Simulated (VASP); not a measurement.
Here is a VASP 6.6.1 calculation.

The input INCAR:

```
SYSTEM = MgC18
  ALGO = Normal
  EDIFF = 1E-6
  ENCUT = 520
  GGA = PE
  ISIF = 2
  ISMEAR = -1
  IVDW = 12
  LASPH = .TRUE.
  LCHARG = .FALSE.
  LREAL = Auto
  LWAVE = .FALSE.
  NBANDS = 52
  NELM = 60
  PREC = Accurate
  SIGMA = 0.05
```

Contents of KPOINTS:

```
k-points
0
G
  2 2 1
  0 0 0
```

The input POSCAR:

```
MgC18
1.0
    7.3980000000      0.0000000000      0.0000000000
   -3.6990000000      6.4068560000      0.0000000000
    0.0000000000      0.0000000000     12.0000000000
C Mg
18 1
Direct
    0.0039082445      0.0027124068      0.0778460833
    0.2255667613      0.1135806705      0.0777858333
    0.0040756003      0.3350417116      0.0777852500
    0.2253588766      0.4456042090      0.0774705833
    0.0028282576      0.6681520546      0.0775477500
    0.2264387276      0.7799799153      0.0772059167
    0.3373848312      0.0017918305      0.0775155000
    0.5587946325      0.1124643663      0.0777581667
    0.3362717128      0.3348567535      0.0777480833
    0.5599230311      0.4466860189      0.0778388333
    0.3371788782      0.6692223143      0.0771250000
    0.5590299109      0.7801757992      0.0773025833
    0.6696942727      0.0015875181      0.0776308333
    0.8933087107      0.1133908738      0.0778379167
    0.6706008327      0.3360873102      0.0779462500
    0.8922540407      0.4468692601      0.0778218333
    0.6708022681      0.6683482507      0.0776178333
    0.8920856182      0.7790682357      0.0777247500
    0.4052490575      0.8292680528      0.3549903333
```

Potentials or basis: VASP PAW PBE potentials, release 64 (C, Mg).

Launch:

```bash
$ cat potpaw_PBE.64/C/POTCAR potpaw_PBE.64/Mg/POTCAR > POTCAR
$ mpirun -np 1 vasp_std > vasp.out
```

Question: What does it give for the dispersion energy per atom?

Answer: -0.099 eV.

Question: Predict the largest force.

Answer: 0.022 eV/Å.

Question: Estimate the band gap on the k mesh.

Answer: 0.12 eV.

Forces in eV/Å, atoms in the order of the input:
```
C    0.009  0.005  0.000
C    0.000 -0.004 -0.002
C    0.003 -0.010  0.003
C    0.003  0.009 -0.003
C    0.000  0.004 -0.003
C    0.016  0.011  0.001
C    0.007 -0.015  0.000
C    0.002 -0.011 -0.001
C   -0.006 -0.011  0.007
C    0.000  0.012  0.000
C    0.004  0.018  0.000
C   -0.018  0.003  0.001
C   -0.019 -0.011 -0.001
C   -0.005  0.004  0.005
C    0.003  0.003  0.000
C    0.000 -0.004  0.004
C    0.001 -0.007 -0.001
C   -0.003 -0.003  0.007
Mg   0.002  0.009 -0.016
```

Caveat: the k points lie up to 0.49 Å⁻¹ apart; there is no dipole correction, which matters where the two faces differ; semilocal functionals underestimate gaps, and a narrow one can read as zero.
